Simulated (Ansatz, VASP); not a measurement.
GaSb in VASP and in Ansatz

```
CELL_PARAMETERS angstrom
0.00000 3.07430 3.05900
3.05900 0.00000 3.05900
3.05900 3.07430 0.00000
ATOMIC_POSITIONS crystal
Ga 0.00000 0.00000 0.00000
Sb 0.75000 0.75000 0.75000
```

Change from the starting cell: strain +0.0050 x Voigt [0, 1, 0, 0, 0, 0], atoms carried along.

Alike in both runs: task single point; functional PBE; k mesh 14 × 14 × 14; occupations gaussian, width 0.15 eV; no spin polarisation.

|  | VASP | Ansatz |
| --- | --- | --- |
| version | VASP 6.6.1 | Ansatz 0.2.0 |
| potentials or method | VASP PAW PBE potentials, release 64 (Ga_d, Sb), cutoff 520 eV | scalar-relativistic, plane waves, PAW |
| valence electrons in the cell | 18 | 28 |

```tsv
	VASP	Ansatz	Ansatz less VASP
gap on the k mesh at the Fermi level (eV)	none	none	-
pressure (GPa)	2.1	2.1	-0.07
traceless stress, the component that is largest in VASP (GPa)	-0.14	-0.14	-0.001
```

A gap of «none» marks a metal or a gap that the smearing closes. The functional is the same, so the differences come from potentials, cutoffs and numerics. VASP's potentials hold 18 valence electrons a cell and Ansatz's 28, so a difference there can come from the potentials and not from the codes.

Neither program's run includes spin-orbit coupling.
